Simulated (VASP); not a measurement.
Write the native input for VASP 6.6.1 that does the following.

* Task: single point
* Functional: PBE
* Potentials or basis: VASP PAW PBE potentials, release 64 (Si)
* Cutoff: 520 eV
* k mesh: 4 × 4 × 4
* Occupations: gaussian, width 0.01 eV
* Spin: no spin polarisation
* Dipole correction: no
* Further INCAR settings: ALGO = Normal; EDIFF = 1e-06; NBANDS = 11

The structure of Si lies in POSCAR:

```
Si
1.0
    0.0000000000      2.7135600000      2.7135600000
    2.7135600000      0.0000000000      2.7135600000
    2.7135600000      2.7135600000      0.0000000000
Si
2
Direct
    0.7500000000      0.7500000000      0.7500000000
    0.5000000000      0.5000000000      0.5000000000
```

These files were run (other wordings do the same):

INCAR

```
SYSTEM = Si
ALGO     = Normal         ! electronic algorithm
EDIFF    = 1E-6           ! SCF threshold, eV
ENCUT    = 520            ! plane-wave cutoff, eV
GGA      = PE             ! functional
ISIF     = 2              ! what is computed and relaxed
ISMEAR   = 0              ! smearing method
LASPH    = .True.         ! aspherical terms in the spheres
LCHARG   = .True.         ! write CHGCAR
LELF     = .True.         ! ELF
LREAL    = .False.        ! projectors in reciprocal space
LVHAR    = .True.       
LWAVE    = .False.        ! write WAVECAR
NBANDS   = 11             ! bands
NELM     = 80             ! most SCF steps
PREC     = Accurate       ! precision mode
SIGMA    = 0.01           ! smearing width, eV
```

KPOINTS

```
k-points
0
Gamma
  4 4 4
  0 0 0
```

Potentials or basis: VASP PAW PBE potentials, release 64 (Si).

Command:

```sh
$ cat potpaw_PBE.64/Si/POTCAR > POTCAR
$ mpirun -np 1 vasp_std > vasp.out
```

It gave:

The pressure is 2.8 GPa and the band gap on the k mesh is 0.69 eV, indirect (least direct gap 2.55 eV).

Caveat: the k points lie up to 0.50 Å⁻¹ apart.

It took 7.5 s on 1 thread of Intel Xeon 6975P-C (shared host), peak memory 0.12 GiB.
